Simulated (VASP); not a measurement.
Here is a VASP 6.6.1 calculation.

The input INCAR:

```
SYSTEM = HfO2
  PREC = Accurate
  ENCUT = 520
  EDIFF = 1E-7
  ISMEAR = 0
  SIGMA = 0.01
  LREAL = .False.
  LASPH = .True.
  NELM = 100
  ALGO = Normal
  ISIF = 2
  LWAVE = .False.
  LCHARG = .False.
  GGA = PE
  NBANDS = 31
```

Contents of KPOINTS:

```
regular mesh
0
Gamma
  6 6 4
  0 0 0
```

The input POSCAR:

```
HfO2
1.0
    3.6278021313      0.0000000000      0.0000000000
    0.0000000000      3.6278021313      0.0000000000
    0.0000000000      0.0000000000      5.2732960055
Hf O
2 4
Direct
    0.5000000000      0.5000000000      0.5000000000
    0.0000000000      0.0000000000      0.0000000000
    0.0000000000      0.5000000000      0.6972078800
    0.5000000000      0.0000000000      0.8027921200
    0.5000000000      0.0000000000      0.3027921200
    0.0000000000      0.5000000000      0.1972078800
```

Potentials or basis: VASP PAW PBE potentials, release 64 (Hf_pv, O).

Command:

```bash
$ cat potpaw_PBE.64/Hf_pv/POTCAR potpaw_PBE.64/O/POTCAR > POTCAR
$ mpirun -np 1 vasp_std > vasp.out
```

Q: Predict the pressure.

A: -7.5 GPa.

Q: What does it give for the band gap on the k mesh?

A: 4.52 eV (least direct gap 4.59 eV).

Q: Predict the largest force.

A: 0.214 eV/Å.

Stress tensor (GPa, compression positive):
```
-7.88  0.00  0.00
 0.00 -7.88  0.00
 0.00  0.00 -6.80
```

Caveat: the cell stands under tension; spin-orbit coupling is left out, which moves the levels of the heavy elements. A k mesh can miss the band edges.
